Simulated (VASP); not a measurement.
Set up this calculation in VASP 6.6.1, as the native input.

```yaml
Task: single point
Functional: r2SCAN
Potentials_or_basis: VASP PAW PBE potentials, release 64 (Na_pv, Al, Y_sv)
Cutoff: 520 eV
k_mesh: 5 × 5 × 3, shifted
Occupations: fermi-dirac, width 0.0191 eV
Spin: no spin polarisation
Dipole_correction: no
Further_INCAR_settings: ALGO = Normal; EDIFF = 1e-07; NBANDS = 24
```

Crystal: Na2YAl2.

```
Na Al Y
1.0
     4.54643    0.05895    0.05750
    -2.22216    3.84948   -0.07274
     0.09021   -0.07968    6.92600
Na Al Y
2 2 1
Direct
  0.33219 0.67906 0.25703
  0.64906 0.33465 0.73147
  0.34523 0.66124 0.64730
  0.66365 0.32565 0.35284
  0.99532 0.00081 0.00606
```

One way to write it, as run:

POSCAR

```
Na2YAl2
1.0
    4.5464275900      0.0589484300      0.0575039500
   -2.2221621400      3.8494788200     -0.0727402400
    0.0902105400     -0.0796825000      6.9259988700
Na Al Y
2 2 1
Direct
    0.3321910000      0.6790640000      0.2570270000
    0.6490610000      0.3346520000      0.7314700000
    0.3452300000      0.6612410000      0.6472970000
    0.6636500000      0.3256450000      0.3528390000
    0.9953220000      0.0008130000      0.0060590000
```

INCAR.step1

```
SYSTEM = Na2YAl2
  PREC = Accurate
  ENCUT = 520
  ISMEAR = -1
  SIGMA = 0.0191
  LREAL = .False.
  LASPH = .True.
  NELM = 100
  NBANDS = 24
  GGA = PE
  ALGO = Normal
  EDIFF = 1E-4
  LWAVE = .True.
  LCHARG = .False.
```

INCAR.step2

```
SYSTEM = Na2YAl2
  PREC = Accurate
  ENCUT = 520
  EDIFF = 1E-7
  ISMEAR = -1
  SIGMA = 0.0191
  LREAL = .False.
  LASPH = .True.
  NELM = 100
  ALGO = Normal
  ISIF = 2
  LWAVE = .False.
  LCHARG = .False.
  METAGGA = R2SCAN
  LMIXTAU = .True.
  NBANDS = 24
  ISTART = 1
```

KPOINTS

```
Automatic mesh
0
Gamma
  5 5 3
  0.5 0.5 0
```

Potentials or basis: VASP PAW PBE potentials, release 64 (Na_pv, Al, Y_sv).

Run with:

```sh
$ cat potpaw_PBE.64/Na_pv/POTCAR potpaw_PBE.64/Al/POTCAR potpaw_PBE.64/Y_sv/POTCAR > POTCAR
$ cp INCAR.step1 INCAR
$ mpirun -np 1 vasp_std > vasp.out
$ cp INCAR.step2 INCAR
$ mpirun -np 1 vasp_std > vasp.out
```

Results of the run:

The pressure is 5.5 GPa. The largest force is 1.206 eV/Å. The band gap on the k mesh is zero (an odd number of electrons rules out a gap without spin polarisation).

Caveat: the cell stands under pressure; the PAW data sets were made with another functional, which shifts forces and pressure a little.

It took 4.5 min on 1 thread of Intel(R) Xeon(R) Platinum 8488C (Sapphire Rapids), on a shared host, peak memory 0.34 GiB.
